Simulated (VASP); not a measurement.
Eu: single point with PBE

Crystal: Eu.

```xyz
1
Lattice="-2.1940 2.1940 2.1940 2.1940 -2.1940 2.1940 2.1940 2.1940 -2.1940" Properties=species:S:1:pos:R:3 pbc="T T T"
Eu    0.0000    0.0000    0.0000
```

```yaml
Program: VASP 6.6.1
Task: single point
Functional: PBE
Potentials_or_basis: VASP PAW PBE potentials, release 64 (Eu)
Cutoff: 520 eV
k_mesh: 10 × 10 × 10
Occupations: fermi-dirac, width 0.05 eV
Spin: collinear spin, ferromagnetic start
Starting_moments: "[7.02] μB"
Dipole_correction: no
Further_INCAR_settings: ALGO = Normal; EDIFF = 1e-06; NBANDS = 18
```

```json
{
  "Pressure": "-0.3 GPa",
  "Net moment": "7.30 μB per cell",
  "Site moments": "Eu +6.68 μB",
  "Valence electrons inside the program's atomic spheres": "Eu 14.73"
}
```

Levels at points of the mesh, in eV from the Fermi level:
Spin up:
```
           k point  band 9  band 10  band 11  band 12  band 13  band 14  band 15  band 16
(0.00, 0.00, 0.00)   -0.38    -0.38    -0.38    -0.34     1.79     1.79     1.79     3.51
(0.50, 0.00, 0.00)   -0.40    -0.39    -0.38    -0.37     0.40     0.80     3.41     4.12
(0.50, 0.50, 0.50)   -0.50    -0.50    -0.34    -0.34    -0.34     4.98     4.98     4.98
```
Spin down:
```
           k point  band 1  band 2  band 3  band 4  band 5  band 6  band 7  band 8  band 9  band 10
(0.00, 0.00, 0.00)  -38.54  -17.89  -17.89  -17.89   -3.62    2.79    2.79    2.79    3.96     3.96
(0.50, 0.00, 0.00)  -38.49  -18.44  -18.07  -17.89   -0.95    1.30    1.56    3.89    4.21     4.27
(0.50, 0.50, 0.50)  -38.46  -18.27  -18.27  -18.27   -0.33   -0.33    3.94    3.94    3.94     4.13
```

Wall time 41 s on 1 thread of Intel(R) Xeon(R) 6975P-C (Granite Rapids), on a shared host, peak memory 0.22 GiB.

Caveat: spin-orbit coupling is left out, which moves the levels of the heavy elements; semilocal functionals describe open f shells poorly, which spoils levels, moments and volumes. The state reached can hang on the start; a lower one may exist.
